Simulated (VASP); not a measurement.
Runs of VASP 6.6.1 on TiO2. The structure is that of space group P4_2/mnm (No. 136), or close to it. The cells are those of the table. 

```csv
cell,gap on the mesh (eV),pressure (GPa),largest force (eV/Å)
"a = 4.640, b = 4.640, c = 3.247 Å, 6 atoms",2.08,-13.4,0.07
"a = 5.012, b = 5.012, c = 2.766 Å, 6 atoms",(c),(d),0.33
"a = 4.269, b = 4.269, c = 3.127 Å, 6 atoms",2.72,38.5,0.28
"a = 4.455, b = 4.455, c = 2.766 Å, 6 atoms",2.81,62.1,1.61
"a = 4.269, b = 4.269, c = 3.006 Å, 6 atoms",(b),55.2,0.16
"a = 4.269, b = 4.269, c = 2.766 Å, 6 atoms",(a),102.3,1.78
"a = 4.269, b = 4.269, c = 2.886 Å, 6 atoms",2.84,76.1,0.82
"a = 4.826, b = 4.826, c = 2.886 Å, 6 atoms",2.27,-0.4,0.01
```

Alike in all rows: task single point; level PBE+U; potentials or basis VASP PAW PBE potentials, release 64 (Ti_sv, O); no spin polarisation; Ti d U = 4.0 eV; k mesh 6 × 6 × 10; cutoff (eV) 520; smearing gaussian 0.05 eV.

**Question.** Estimate the missing entries.

**Answer.** (a) 2.97; (b) 2.75; (c) 2.13; (d) -2.0.

Caveats: forces of over 1 eV/Å act on the atoms, so gaps and moduli don't describe the material at rest (some runs).

A k mesh can miss the band edges.
